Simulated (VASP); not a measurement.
Set up this calculation in VASP 6.6.1, as the native input.

```yaml
Task: electric field gradients
Functional: LDA
Potentials_or_basis: VASP PAW PBE potentials, release 64 (Lu, H)
Cutoff: 520 eV
k_mesh: 8 × 8 × 8
Occupations: fermi-dirac, width 0.02 eV
Spin: no spin polarisation
Dipole_correction: no
Further_INCAR_settings: ALGO = Normal; EDIFF = 1e-08; NBANDS = 20
```

The structure of LuH2 lies in POSCAR:

```
LuH2
1.0
    0.0000000000      2.5331660486      2.5331660486
    2.5331660486      0.0000000000      2.5331660486
    2.5331660486      2.5331660486      0.0000000000
Lu H
1 2
Direct
    0.0000000000      0.0000000000      0.0000000000
    0.2500000000      0.2500000000      0.2500000000
    0.7500000000      0.7500000000      0.7500000000
```

This cell differs from its parent crystal: volume scaled by 1.02.

One way to write it, as run:

INCAR

```
SYSTEM = LuH2
PREC     = Accurate       ! precision mode
ENCUT    = 520            ! plane-wave cutoff, eV
EDIFF    = 1E-8           ! SCF threshold, eV
ISMEAR   = -1             ! smearing method
SIGMA    = 0.02           ! smearing width, eV
LREAL    = .False.        ! projectors in reciprocal space
LASPH    = .True.         ! aspherical terms in the spheres
NELM     = 100            ! most SCF steps
ALGO     = Normal         ! electronic algorithm
ISIF     = 2              ! what is computed and relaxed
LWAVE    = .False.        ! write WAVECAR
LCHARG   = .False.        ! write CHGCAR
GGA      = CA             ! functional
LEFG     = .True.       
NBANDS   = 20             ! bands
```

KPOINTS

```
Automatic mesh
0
Gamma
  8 8 8
  0 0 0
```

Potentials or basis: VASP PAW PBE potentials, release 64 (Lu, H).

Launch:

```sh
$ cat potpaw_PBE.64/Lu/POTCAR potpaw_PBE.64/H/POTCAR > POTCAR
$ mpirun -np 1 vasp_std > vasp.out
```

It gave:

```json
{
 "Pressure": "-7.7 GPa"
}
```

Caveat: without QUAD_EFG the Cq values of the log hold for a quadrupole moment of 1 mb, not for the nuclei; the PAW data sets were made with another functional, which shifts forces and pressure a little.

Wall time 11 s on 1 thread of Intel(R) Xeon(R) 6975P-C (Granite Rapids) (shared host), peak memory 0.16 GiB.
